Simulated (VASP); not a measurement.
# Rh (Fm-3m) in VASP: relaxation of cell and atoms with r2SCAN

Aim: the relaxation of cell and atoms of Rh with r2SCAN.

All numbers are computed with VASP 6.6.1; they aren't measurements. Logs are shortened: lines on timing, memory, paths and dates and some standing lists are left out, and cuts for length are marked.

## (1) The cell of the first run

It takes space group Fm-3m (No. 225, cubic). The conventional cell has a = 3.800 Å, b = 3.800 Å, c = 3.800 Å, α = 90.00°, β = 90.00°, γ = 90.00°. Rh (site symmetry m-3m) has 12 Rh at 2.69 Å within 3.5 Å.

## (2) Relaxation of cell and atoms, r2SCAN, target pressure 15 GPa, at which the enthalpy is minimised

File POSCAR:

```
Rh
1.0
    0.0000000000      1.8999785092      1.8999785092
    1.8999785092      0.0000000000      1.8999785092
    1.8999785092      1.8999785092      0.0000000000
Rh
1
Direct
    0.0000000000      0.0000000000      0.0000000000
```

File INCAR.step1:

```
SYSTEM = Rh
ALGO = Normal ; EDIFF = 1E-4
ENCUT = 600 ; GGA = PE
ISMEAR = -1 ; LASPH = .True.
LCHARG = .False. ; LREAL = .False.
LWAVE = .True. ; NELM = 80
PREC = Accurate ; SIGMA = 0.05
```

File INCAR.step2:

```
SYSTEM = Rh
ALGO = Normal ; EDIFF = 1E-6
EDIFFG = -0.002 ; ENCUT = 600
IBRION = 2 ; ISIF = 3
ISMEAR = -1 ; ISTART = 1
LASPH = .True. ; LCHARG = .False.
LMIXTAU = .True. ; LREAL = .False.
LWAVE = .False. ; METAGGA = R2SCAN
NELM = 80 ; NSW = 100
PREC = Accurate ; PSTRESS = 150.0
SIGMA = 0.05
```

File KPOINTS:

```
k-points
0
Gamma
  24 24 24
  0 0 0
```

Potentials or basis: VASP PAW PBE potentials, release 64 (Rh_pv).

Command:

```
$ cat potpaw_PBE.64/Rh_pv/POTCAR > POTCAR
$ cp INCAR.step1 INCAR
$ mpirun -np 1 vasp_std > vasp.out
$ cp INCAR.step2 INCAR
$ mpirun -np 1 vasp_std > vasp.out
```

OUTCAR:

```text
SYSTEM = Rh
   EDIFF = 1E-6
   EDIFFG = -0.002
   ENCUT = 600
   IBRION = 2
   ISIF = 3
   ISMEAR = -1
   ISTART = 1
   LASPH = .True.
   LREAL = .False.
   METAGGA = R2SCAN
   NELM = 80
   NSW = 100
   PREC = Accurate
   PSTRESS = 150.0

 ion  position               nearest neighbor table
   1  0.000  0.000  0.000-

  LATTYP: Found a face centered cubic cell.
 ALAT       =     3.7999570184

  Lattice vectors:

 A1 = (   0.0000000000,   1.8999785092,   1.8999785092)
 A2 = (   1.8999785092,   0.0000000000,   1.8999785092)
 A3 = (   1.8999785092,   1.8999785092,   0.0000000000)

Analysis of symmetry for initial positions (statically):
=====================================================================
 Subroutine PRICEL returns:
 Original cell was already a primitive cell.

 Routine SETGRP: Setting up the symmetry group for a
 face centered cubic supercell.

 Subroutine GETGRP returns: Found 48 space group operations
 (whereof 48 operations were pure point group operations)
 out of a pool of 48 trial point group operations.

The static configuration has the point symmetry O_h .

Analysis of symmetry for dynamics (positions and initial velocities):
=====================================================================
 Subroutine PRICEL returns:
 Original cell was already a primitive cell.

 Routine SETGRP: Setting up the symmetry group for a
 face centered cubic supercell.

 Subroutine GETGRP returns: Found 48 space group operations
 (whereof 48 operations were pure point group operations)
 out of a pool of 48 trial point group operations.

The dynamic configuration has the point symmetry O_h .

 Subroutine INISYM returns: Found 48 space group operations
 (whereof 48 operations are pure point group operations),
 and found     1 'primitive' translations

----------------------------------------------------------------------------------------

                                     Primitive cell

  volume of cell :      13.7175

  direct lattice vectors                    reciprocal lattice vectors
     0.000000000  1.899978509  1.899978509    -0.263160871  0.263160871  0.263160871
     1.899978509  0.000000000  1.899978509     0.263160871 -0.263160871  0.263160871
     1.899978509  1.899978509  0.000000000     0.263160871  0.263160871 -0.263160871

  length of vectors
[... 88 lines left out ...]
   POTIM  = 0.5000    time-step for ionic-motion
   TEBEG  =    0.0;   TEEND  =   0.0 temperature during run
   PSTRESS=  150.0 pullay stress
   NELECT =      15.0000    total number of electrons
   NUPDOWN=      -1.0000    fix difference up-down
   EMIN   =  10.00;   EMAX   =-10.00  energy-range for DOS
   EFERMI =   0.00;   METHOD = LEGACY
   ISMEAR =    -1;   SIGMA  =   0.05  broadening in eV -4-tet -1-fermi 0-gaus
   EFERMI_NEDOS =   21; number of points for ismear=-14 and -15
   IALGO  =     38    algorithm
   IMIX   =      4    mixing-type and parameters
     AMIX     =   0.40;   BMIX     =  1.00
     AMIX_MAG =   1.60;   BMIX_MAG =  1.00
  volume/ion in A,a.u.               =      13.72        92.57
  Fermi-wavevector in a.u.,A,eV,Ry     =   1.686604  3.187220 38.703601  2.844634
  Thomas-Fermi vector in A             =   2.769239
   LORBIT       =      0    0 simple, 1 ext, 2 COOP (PROOUT), +10 PAW based schemes
   METAGGA = R2SCAN    functional components
   LHFCALC =     F    Hartree Fock is set to
   AEXX    =    0.0000 exact exchange contribution
   IVDW    =     0    specifies the selected vdW correction
   LEPSILON=     F    determine dielectric tensor
   LRPA    =     F    only Hartree local field effects (RPA)
 conjugate gradient relaxation of ions
 non-spin polarized calculation
  energy-cutoff  :      600.00
  volume of cell :       13.72
 maximum number of plane-waves:       473
 NGX is ok and might be reduce to    24
   NGX = 11   NGY = 11   NGZ = 11

--------------------------------------- Ionic step        1  -------------------------------------------

 number of electron      15.0000002 magnetization

 Free energy of the ion-electron system (eV)
  ---------------------------------------------------
  ext. energy  EPLUGINS =         0.00000000
  ---------------------------------------------------
  free energy    TOTEN  =       -24.14157728 eV

  energy without entropy =      -24.13177776  energy(sigma->0) =      -24.13667752

------------------------ aborting loop because EDIFF is reached ----------------------------------------

  FORCE on cell =-STRESS in cart. coord.  units (eV):
  Direction    XX          YY          ZZ          XY          YZ          ZX
  --------------------------------------------------------------------------------------
  -------------------------------------------------------------------------------------
  Total        0.0940706      0.0940706      0.0940706      0.0000000     -0.0000000      0.0000000
  in kB       10.9872412     10.9872412     10.9872412      0.0000000     -0.0000000      0.0000000
  external PRESSURE =    -139.0127588 kB  Pullay stress =     150.0000000 kB
[... 209 lines left out ...]
--------------------------------------- Ionic step        7  -------------------------------------------

 number of electron      15.0000000 magnetization

 Free energy of the ion-electron system (eV)
  ---------------------------------------------------
  ext. energy  EPLUGINS =         0.00000000
  ---------------------------------------------------
  free energy    TOTEN  =       -24.11363923 eV

  energy without entropy =      -24.10468272  energy(sigma->0) =      -24.10916097

 E-fermi :  12.5821     XC(G=0): -15.5483

 val. band max:       12.5807144230   @ k =  -0.3750   0.2500   0.0000
 cond. band min:      12.5831421810   @ k =   0.4167   0.0833   0.0417
 fundamental gap:      0.0024277580
 Fermi energy:        12.5821435223

 k-point     1 :       0.0000    0.0000    0.0000
  band No.  band energies     occupation
      1     -35.2869      2.00000
      2     -35.2869      2.00000
      3     -35.2869      2.00000
      4       4.0578      2.00000
      5       9.1790      2.00000
      6       9.1790      2.00000
      7       9.1790      2.00000
      8      11.4405      2.00000
      9      11.4405      2.00000
     10      29.2575      0.00000
     11      29.9153      0.00000
[... 309 lines left out ...]
 k-point    24 :       0.4583    0.0417    0.0000
  band No.  band energies     occupation
      1     -36.1741      2.00000
      2     -35.4159      2.00000
      3     -35.4153      2.00000
      4       5.9372      2.00000
      5       9.0302      2.00000
      6       9.1522      2.00000
      7      12.1563      1.99960
      8      13.1802      0.00001
      9      13.8505      0.00000
     10      22.7767      0.00000
     11      29.0890      0.00000

 [... further k-points ...]
[... 5 lines left out ...]
  --------------------------------------------------------------------------------------
  -------------------------------------------------------------------------------------
  Total        1.2321510      1.2321510      1.2321510     -0.0000000     -0.0000000      0.0000000
  in kB      150.2384720    150.2384720    150.2384720     -0.0000000     -0.0000000      0.0000000
  external PRESSURE =       0.2384720 kB  Pullay stress =     150.0000000 kB
[... 20 lines left out ...]
  energy  without entropy=      -24.1046827178  energy(sigma->0) =      -24.10916097

  enthalpy is  TOTEN    =       -22.8834440169 eV   P V=        1.2301952112

 reached required accuracy - stopping structural energy minimisation
```

OUTCAR.step1:

```text
SYSTEM = Rh
   EDIFF = 1E-4
   ENCUT = 600
   GGA = PE
   ISMEAR = -1
   LASPH = .True.
   LREAL = .False.
[... 552 lines left out ...]
 -----------------------------------------------------------------------------------
      0.00000      0.00000      0.00000         0.000000      0.000000     -0.000000
 -----------------------------------------------------------------------------------
    total drift:                                0.000000      0.000000      0.000000

  FREE ENERGIE OF THE ION-ELECTRON SYSTEM (eV)
  ---------------------------------------------------
  free  energy   TOTEN  =        -7.2576449297 eV

  energy  without entropy=       -7.2475385955  energy(sigma->0) =       -7.25259176
```

OSZICAR.step1:

```text
N       E                     dE             d eps       ncg     rms          rms(c)
DAV:   1     0.123200151637E+03    0.12320E+03   -0.10135E+04  9094   0.162E+03
DAV:   2    -0.615242392974E+01   -0.12935E+03   -0.12401E+03  9308   0.408E+02
DAV:   3    -0.774767789671E+01   -0.15953E+01   -0.15856E+01 10541   0.510E+01
DAV:   4    -0.775745915371E+01   -0.97813E-02   -0.97801E-02 10001   0.413E+00
DAV:   5    -0.775761457429E+01   -0.15542E-03   -0.15542E-03 10323   0.487E-01    0.102E+01
DAV:   6    -0.727827487622E+01    0.47934E+00   -0.11153E+00  9521   0.158E+01    0.356E+00
DAV:   7    -0.726120864571E+01    0.17066E-01   -0.23319E-02 10217   0.200E+00    0.168E+00
DAV:   8    -0.725779678855E+01    0.34119E-02   -0.36941E-03  9398   0.979E-01    0.219E-01
DAV:   9    -0.725764252396E+01    0.15426E-03   -0.10541E-04  6417   0.175E-01    0.121E-02
DAV:  10    -0.725764492973E+01   -0.24058E-05   -0.65648E-06  4822   0.371E-02
   1 F= -.72576449E+01 E0= -.72525918E+01  d E =-.101063E-01
```

It took 21 min on 1 thread of Intel Xeon 8259CL, shared host; peak memory 0.23 GiB.

Results:

```yaml
Free_energy: -24.1136 eV
Relaxed_volume: 13.14 Å³/atom
Relaxed_cell: a = 2.649 Å, b = 2.649 Å, c = 2.649 Å, α = 60.00°, β = 60.00°, γ = 60.00°
Space_group_after_relaxing_to_0.1_Å: Fm-3m (No. 225)
Energy_change_on_relaxing_the_run_minimises_the_enthalpy: +27.9 meV/atom
Ionic_steps: 7
Pressure_after_relaxing: 15.0 GPa
Band_gap_on_the_k_mesh: zero (an odd number of electrons rules out a gap without spin polarisation)
```

Step by step:
```
step  energy change (eV)  largest force (eV/Å)  pressure (GPa)  volume (Å³)
   1              0.0000                0.0000            1.10        13.72
   2              0.4824                0.0000           81.29        11.49
   3              0.0253                0.0000           14.23        13.17
   4              0.0274                0.0000           14.88        13.15
   5              0.0284                0.0000           15.16        13.13
   6              0.0265                0.0000           14.53        13.16
   7              0.0279                0.0000           15.02        13.14
```

Final structure:
```yaml
crystal:
  lattice:
    - [0.00000, 1.87293, 1.87293]
    - [1.87293, 0.00000, 1.87293]
    - [1.87293, 1.87293, 0.00000]
  atoms:
    - { symbol: Rh, position: [0.00000, 0.00000, 0.00000] }
```

Levels at points of the mesh, in eV from the Fermi level:
```csv
k point,band 5,band 6,band 7,band 8,band 9,band 10
"(0.00, 0.00, 0.00)",-3.40,-3.40,-3.40,-1.14,-1.14,16.68
"(0.50, 0.00, 0.00)",-3.53,-3.53,0.64,0.64,0.86,9.59
"(0.50, 0.50, 0.00)",-6.61,0.56,1.13,1.13,3.56,13.49
```

Caveat: the cell is relaxed towards a set pressure, so the run minimises the enthalpy, not the energy; the PAW data sets were made with another functional, which shifts forces and pressure a little.
